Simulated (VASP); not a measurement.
# Ge (P6_3/mmc) in VASP: notebook, part 2 of 3

VASP 6.6.1. The steps go on from the part before.

## 3. Single point, BLYP (volume scaled by 1.04)

File INCAR:

```
SYSTEM = Ge
  PREC = Accurate
  ENCUT = 520
  EDIFF = 1E-6
  ISMEAR = -1
  SIGMA = 0.1
  LREAL = .FALSE.
  LASPH = .TRUE.
  NELM = 80
  ALGO = Normal
  ISIF = 2
  LWAVE = .FALSE.
  LCHARG = .FALSE.
  GGA = B5
  ALDAX = 1.0
  AGGAX = 1.0
  AGGAC = 1.0
  ALDAC = 0.0
  NBANDS = 21
```

File KPOINTS:

```
Automatic mesh
0
G
  13 13 7
  0 0 0
```

File POSCAR:

```
Ge
1.0
    3.2232855177      0.0000000000      0.0000000000
   -1.6116427588      2.7914471420      0.0000000000
    0.0000000000      0.0000000000      4.9850535158
Ge
2
Direct
    0.3333333333      0.6666666667      0.2500000000
    0.6666666667      0.3333333333      0.7500000000
```

Potentials or basis: VASP PAW PBE potentials, release 64 (Ge_d).

Started as:

```sh
cat potpaw_PBE.64/Ge_d/POTCAR > POTCAR
mpirun -np 1 vasp_std > vasp.out
```

OUTCAR:

```text
SYSTEM = Ge
   PREC = Accurate
   ENCUT = 520
   EDIFF = 1E-6
   ISMEAR = -1
   LREAL = .FALSE.
   LASPH = .TRUE.
   NELM = 80
   ISIF = 2
   GGA = B5

 ion  position               nearest neighbor table
   1  0.333  0.667  0.250-
   2  0.667  0.333  0.750-

  LATTYP: Found a hexagonal cell.
 ALAT       =     3.2232855177
 C/A-ratio  =     1.5465752222

  Lattice vectors:

 A1 = (   3.2232855177,   0.0000000000,   0.0000000000)
 A2 = (  -1.6116427588,   2.7914471420,   0.0000000000)
 A3 = (   0.0000000000,   0.0000000000,   4.9850535158)

Analysis of symmetry for initial positions (statically):
=====================================================================
 Subroutine PRICEL returns:
 Original cell was already a primitive cell.

 Routine SETGRP: Setting up the symmetry group for a
 hexagonal supercell.

 Subroutine GETGRP returns: Found 24 space group operations
 (whereof 12 operations were pure point group operations)
 out of a pool of 24 trial point group operations.

The static configuration has the point symmetry D_3d.
 The point group associated with its full space group is D_6h.

Analysis of symmetry for dynamics (positions and initial velocities):
=====================================================================
 Subroutine PRICEL returns:
 Original cell was already a primitive cell.

 Routine SETGRP: Setting up the symmetry group for a
 hexagonal supercell.

 Subroutine GETGRP returns: Found 24 space group operations
 (whereof 12 operations were pure point group operations)
 out of a pool of 24 trial point group operations.

The dynamic configuration has the point symmetry D_3d.
 The point group associated with its full space group is D_6h.

 Subroutine INISYM returns: Found 24 space group operations
 (whereof 12 operations are pure point group operations),
 and found     1 'primitive' translations

----------------------------------------------------------------------------------------

                                     Primitive cell

  volume of cell :      44.8537

  direct lattice vectors                    reciprocal lattice vectors
     3.223285518  0.000000000  0.000000000     0.310242451  0.179118563  0.000000000
    -1.611642759  2.791447142  0.000000000     0.000000000  0.358237125  0.000000000
     0.000000000  0.000000000  4.985053516     0.000000000  0.000000000  0.200599652

  length of vectors
     3.223285518  3.223285518  4.985053516     0.358237125  0.358237125  0.200599652

  position of ions in fractional coordinates (direct lattice)
     0.333333333  0.666666667  0.250000000
     0.666666667  0.333333333  0.750000000

  ion indices of the primitive-cell ions
   primitive index   ion index
                 1           1
                 2           2

----------------------------------------------------------------------------------------

 KPOINTS: Automatic mesh

Automatic generation of k-mesh.
 Grid dimensions read from file:
 generate k-points for:   13   13    7

 Generating k-lattice:

  Cartesian coordinates                     Fractional coordinates (reciprocal lattice)
     0.023864804  0.013778351  0.000000000     0.076923077 -0.000000000  0.000000000
     0.000000000  0.027556702  0.000000000     0.000000000  0.076923077  0.000000000
     0.000000000  0.000000000  0.028657093     0.000000000  0.000000000  0.142857143

  Length of vectors
     0.027556702  0.027556702  0.028657093

  Shift w.r.t. Gamma in fractional coordinates (k-lattice)
     0.000000000  0.000000000  0.000000000

 Subroutine IBZKPT returns following result:
 ===========================================

 Found     84 irreducible k-points:

 Following reciprocal coordinates:
            Coordinates               Weight
  0.000000  0.000000  0.000000      1.000000
  0.076923  0.000000  0.000000      6.000000
  0.153846  0.000000  0.000000      6.000000
  0.230769 -0.000000  0.000000      6.000000
  0.307692  0.000000  0.000000      6.000000
  0.384615  0.000000  0.000000      6.000000
[... 16 lines left out ...]
  0.076923  0.000000  0.142857     12.000000
  0.153846  0.000000  0.142857     12.000000
 [... further k-points ...]
   k-points           NKPTS =     84   k-points in BZ     NKDIM =     84   number of bands    NBANDS=     21
   number of dos      NEDOS =    301   number of ions     NIONS =      2
   total plane-waves  NPLWV =  23040
   dimension x,y,z NGX =    24 NGY =   24 NGZ =   40
   dimension x,y,z NGXF=    48 NGYF=   48 NGZF=   80
   ions per type =               2
   NGX,Y,Z   is equivalent  to a cutoff of  12.38, 12.38, 13.34 a.u.
   NGXF,Y,Z  is equivalent  to a cutoff of  24.76, 24.76, 26.68 a.u.
 SYSTEM =  Ge
   PREC   = accura    normal or accurate (medium, high low for compatibility)
   ISTART =      0    job   : 0-new  1-cont  2-samecut
   ICHARG =      2    charge: 1-file 2-atom 10-const
   ISPIN  =      1    spin polarized calculation?
   LNONCOLLINEAR =      F non collinear calculations
   LSORBIT =      F    spin-orbit coupling
   LASPH  =      T    aspherical Exc in radial PAW
   ENCUT  =  520.0 eV  38.22 Ry    6.18 a.u.   5.99  5.99  9.27*2*pi/ulx,y,z
   NELM   =     80;   NELMIN=  2; NELMDL= -5     # of ELM steps
   EDIFF  = 0.1E-05   stopping-criterion for ELM
   LREAL  =      F    real-space projection
   EDIFFG = 0.1E-04   stopping-criterion for IOM
   NSW    =      0    number of steps for IOM
   IBRION =     -1    ionic relax: 0-MD 1-quasi-New 2-CG
   NFREE  =      0    steps in history (QN), initial steepest desc. (CG)
   ISIF   =      2    stress and relaxation
   ISYM   =      2    0-nonsym 1-usesym 2-fastsym
   POTIM  = 0.5000    time-step for ionic-motion
   TEBEG  =    0.0;   TEEND  =   0.0 temperature during run
   PSTRESS=    0.0 pullay stress
   NELECT =      28.0000    total number of electrons
   NUPDOWN=      -1.0000    fix difference up-down
   EMIN   =  10.00;   EMAX   =-10.00  energy-range for DOS
   EFERMI =   0.00;   METHOD = LEGACY
   ISMEAR =    -1;   SIGMA  =   0.10  broadening in eV -4-tet -1-fermi 0-gaus
   EFERMI_NEDOS =   21; number of points for ismear=-14 and -15
   IALGO  =     38    algorithm
   IMIX   =      4    mixing-type and parameters
     AMIX     =   0.40;   BMIX     =  1.00
     AMIX_MAG =   1.60;   BMIX_MAG =  1.00
  volume/ion in A,a.u.               =      22.43       151.34
  Fermi-wavevector in a.u.,A,eV,Ry     =   1.399141  2.643993 26.634707  1.957596
  Thomas-Fermi vector in A             =   2.522230
   LORBIT       =      0    0 simple, 1 ext, 2 COOP (PROOUT), +10 PAW based schemes
   GGA     = B5    functional components
   LHFCALC =     F    Hartree Fock is set to
   AEXX    =    0.0000 exact exchange contribution
   IVDW    =     0    specifies the selected vdW correction
   LEPSILON=     F    determine dielectric tensor
   LRPA    =     F    only Hartree local field effects (RPA)
 non-spin polarized calculation
  energy-cutoff  :      520.00
  volume of cell :       44.85
 maximum number of plane-waves:      1226
 NGX is ok and might be reduce to    24
   NGX = 11   NGY = 11   NGZ = 19

 number of electron      28.0000011 magnetization

 Free energy of the ion-electron system (eV)
  ---------------------------------------------------
  ext. energy  EPLUGINS =         0.00000000
  ---------------------------------------------------
  free energy    TOTEN  =        -6.65213908 eV

  energy without entropy =       -6.61606034  energy(sigma->0) =       -6.63409971

 E-fermi :   5.5109     XC(G=0):  -9.8617

 val. band max:        5.5065456302   @ k =   0.2308   0.2308   0.4286
 cond. band min:       5.5819636266   @ k =   0.1538   0.1538   0.1429
 fundamental gap:      0.0754179964
 Fermi energy:         5.5108712653

 k-point     1 :       0.0000    0.0000    0.0000
  band No.  band energies     occupation
      1     -19.1914      2.00000
      2     -19.1914      2.00000
      3     -19.1886      2.00000
      4     -19.1869      2.00000
      5     -19.1869      2.00000
      6     -19.1839      2.00000
[... 13 lines left out ...]
     20      17.4429      0.00000
     21      18.1576      0.00000
[... 529 lines left out ...]
 k-point    24 :       0.1538    0.0000    0.1429
  band No.  band energies     occupation
      1     -19.2007      2.00000
      2     -19.1910      2.00000
      3     -19.1890      2.00000
      4     -19.1868      2.00000
      5     -19.1790      2.00000
      6     -19.1780      2.00000
[... 13 lines left out ...]
     20      17.6163      0.00000
     21      17.9247      0.00000

 [... further k-points ...]

------------------------ aborting loop because EDIFF is reached ----------------------------------------

  FORCE on cell =-STRESS in cart. coord.  units (eV):
  Direction    XX          YY          ZZ          XY          YZ          ZX
  --------------------------------------------------------------------------------------
  -------------------------------------------------------------------------------------
  Total       -0.5204623     -0.5204623     -0.3720453     -0.0000000      0.0000000     -0.0000000
  in kB      -18.5909624    -18.5909624    -13.2894935     -0.0000000      0.0000000     -0.0000000
  external PRESSURE =     -16.8238061 kB  Pullay stress =       0.0000000 kB

 VOLUME and BASIS-vectors are now :
 -----------------------------------------------------------------------------
  energy-cutoff  :      520.00
  volume of cell :       44.85
      direct lattice vectors                 reciprocal lattice vectors
     3.223285518  0.000000000  0.000000000     0.310242451  0.179118563  0.000000000
    -1.611642759  2.791447142  0.000000000     0.000000000  0.358237125  0.000000000
     0.000000000  0.000000000  4.985053516     0.000000000  0.000000000  0.200599652

 POSITION                                       TOTAL-FORCE (eV/Angst)
 -----------------------------------------------------------------------------------
     -0.00000      1.86096      1.24626         0.000000     -0.000000      0.000000
      1.61164      0.93048      3.73879        -0.000000      0.000000      0.000000
 -----------------------------------------------------------------------------------
    total drift:                               -0.000000      0.000000     -0.000000

  FREE ENERGIE OF THE ION-ELECTRON SYSTEM (eV)
  ---------------------------------------------------
  free  energy   TOTEN  =        -6.6521390788 eV

  energy  without entropy=       -6.6160603406  energy(sigma->0) =       -6.63409971
```

OSZICAR:

```text
N       E                     dE             d eps       ncg     rms          rms(c)
DAV:   1     0.188051428907E+03    0.18805E+03   -0.14684E+04  3943   0.363E+03
DAV:   2     0.204267198947E+02   -0.16762E+03   -0.16275E+03  3553   0.602E+02
DAV:   3    -0.577140440356E+01   -0.26198E+02   -0.25960E+02  4029   0.140E+02
DAV:   4    -0.664331725169E+01   -0.87191E+00   -0.87131E+00  3978   0.286E+01
DAV:   5    -0.665865013903E+01   -0.15333E-01   -0.15332E-01  4058   0.440E+00    0.831E-01
DAV:   6    -0.665284297211E+01    0.58072E-02   -0.14996E-02  4763   0.170E+00    0.451E-01
DAV:   7    -0.665206285279E+01    0.78012E-03   -0.66020E-03  4830   0.103E+00    0.781E-02
DAV:   8    -0.665211972818E+01   -0.56875E-04   -0.75200E-04  4326   0.431E-01    0.162E-02
DAV:   9    -0.665213545250E+01   -0.15724E-04   -0.20281E-05  4042   0.430E-02    0.773E-03
DAV:  10    -0.665213926364E+01   -0.38111E-05   -0.52503E-06  3376   0.181E-02    0.116E-03
DAV:  11    -0.665213907884E+01    0.18479E-06   -0.12817E-07  2369   0.511E-03
   1 F= -.66521391E+01 E0= -.66340997E+01  d E =-.360787E-01
```

Run time: 41 s. Hardware: 1 thread of Intel Xeon 6975P-C, shared host; peak memory 0.2 GiB.

What came out:

* Free energy: -6.6521 eV
* Pressure: -1.7 GPa
* Band gap on the k mesh: zero (band 14 reaches 10.55 eV, above the bottom of band 15 at 3.71 eV)

Stress tensor (GPa, compression positive):
```
-1.86  0.00  0.00
 0.00 -1.86  0.00
 0.00  0.00 -1.33
```

Caveat: the PAW data sets were made with another functional, which shifts forces and pressure a little.

[end of part 2 of 3]
